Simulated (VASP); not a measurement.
Input of a VASP 6.6.1 run:

POSCAR

```
SiGe
1.0
    3.9822523240      0.0000000000      0.0000000000
   -1.9911261620      3.4487316769      0.0000000000
    0.0000000000      0.0000000000      6.5759629256
Si Ge
2 2
Direct
    0.6666666667      0.3333333333      0.8746347126
    0.3333333333      0.6666666667      0.3746347126
    0.6666666667      0.3333333333      0.5003642874
    0.3333333333      0.6666666667      0.0003642874
```

INCAR.step1

```
PREC = Accurate
ENCUT = 600
ISMEAR = 0
SIGMA = 0.02
LREAL = F
LASPH = T
NELM = 100
GGA = PE
ALGO = Normal
EDIFF = 1E-4
LWAVE = T
LCHARG = F
```

INCAR.step2

```
PREC = Accurate
ENCUT = 600
EDIFF = 1E-7
ISMEAR = 0
SIGMA = 0.02
LREAL = F
LASPH = T
NELM = 100
ALGO = Normal
ISIF = 4
LWAVE = F
LCHARG = F
METAGGA = R2SCAN
LMIXTAU = T
IBRION = 2
NSW = 50
EDIFFG = -0.01
ISTART = 1
```

KPOINTS

```
Automatic mesh
0
Gamma
  12 12 4
```

Potentials or basis: VASP PAW PBE potentials, release 64 (Si, Ge_d).

Command:

```bash
$ cat potpaw_PBE.64/Si/POTCAR potpaw_PBE.64/Ge_d/POTCAR > POTCAR
$ cp INCAR.step1 INCAR
$ mpirun -np 1 vasp_std > vasp.out
$ cp INCAR.step2 INCAR
$ mpirun -np 1 vasp_std > vasp.out
```

**Question.** Predict the band gap on the k mesh.

**Answer.** 0.59 eV.

Final structure:
```
CELL_PARAMETERS angstrom
3.98225 0.00000 0.00000
-1.99113 3.44873 0.00000
0.00000 0.00000 6.57596
ATOMIC_POSITIONS crystal
Si 0.66667 0.33333 0.87463
Si 0.33333 0.66667 0.37463
Ge 0.66667 0.33333 0.50036
Ge 0.33333 0.66667 0.00036
```

Caveat: the relaxation stopped at its first step, so nothing moved. A k mesh can miss the band edges.
